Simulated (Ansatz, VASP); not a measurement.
**B: VASP beside Ansatz**

The input INCAR:

```
SYSTEM = B
PREC     = Accurate       ! precision mode
ENCUT    = 520            ! plane-wave cutoff, eV
EDIFF    = 1E-6           ! SCF threshold, eV
ISMEAR   = -1             ! smearing method
SIGMA    = 0.05           ! smearing width, eV
LREAL    = .False.        ! projectors in reciprocal space
LASPH    = .True.         ! aspherical terms in the spheres
NELM     = 80             ! most SCF steps
ALGO     = Normal         ! electronic algorithm
ISIF     = 2              ! what is computed and relaxed
LWAVE    = .False.        ! write WAVECAR
LCHARG   = .True.         ! write CHGCAR
GGA      = PE             ! functional
LELF     = .True.         ! ELF
LVHAR    = .True.       
NBANDS   = 8              ! bands
```

KPOINTS

```
regular mesh
0
Gamma
  24 24 24
  0 0 0
```

The input POSCAR:

```
B
1.0
    0.0000000000      1.3077880098      1.3077880098
    1.3077880098      0.0000000000      1.3077880098
    1.3077880098      1.3077880098      0.0000000000
B
1
Direct
    0.0000000000      0.0000000000      0.0000000000
```

Input for Ansatz:

```yaml
crystal:
  lattice:
    - [0.0, 1.3077880098, 1.3077880098]
    - [1.3077880098, 0.0, 1.3077880098]
    - [1.3077880098, 1.3077880098, 0.0]
  atoms:
    - { symbol: B, position: [0.0, 0.0, 0.0] }
kpoints:
  mp_grid: { grid: [24, 24, 24] }
scf:
  occupations: { method: fermi_dirac, width: 0.05 }
hamiltonian:
  xc: pbe
  pseudopotentials: { kind: paw }
output:
  forces: true
  stress: true
  eigenvalues: true
  populations: true
```

Change from the starting cell: volume scaled by 0.76, PAW files.

Alike in both runs: task single point; functional PBE; k mesh 24 × 24 × 24; occupations fermi-dirac, width 0.05 eV; no spin polarisation.

|  | VASP | Ansatz |
| --- | --- | --- |
| version | VASP 6.6.1 | Ansatz 0.2.0 |
| potentials or method | VASP PAW PBE potentials, release 64 (B) | PAW with Ansatz's default frozen-core files, scalar-relativistic |
| plane-wave cutoff (eV) | 520 | 420 |
| valence electrons in the cell | 3 | 3 |

|  | VASP | Ansatz | Ansatz less VASP |
| --- | --- | --- | --- |
| pressure (GPa) | 123.4 | 123.5 | +0.13 |

Both programs put the cell under a high pressure, so it lies far from rest at this level.

Noted on VASP's run: the cell as given lies far from equilibrium.
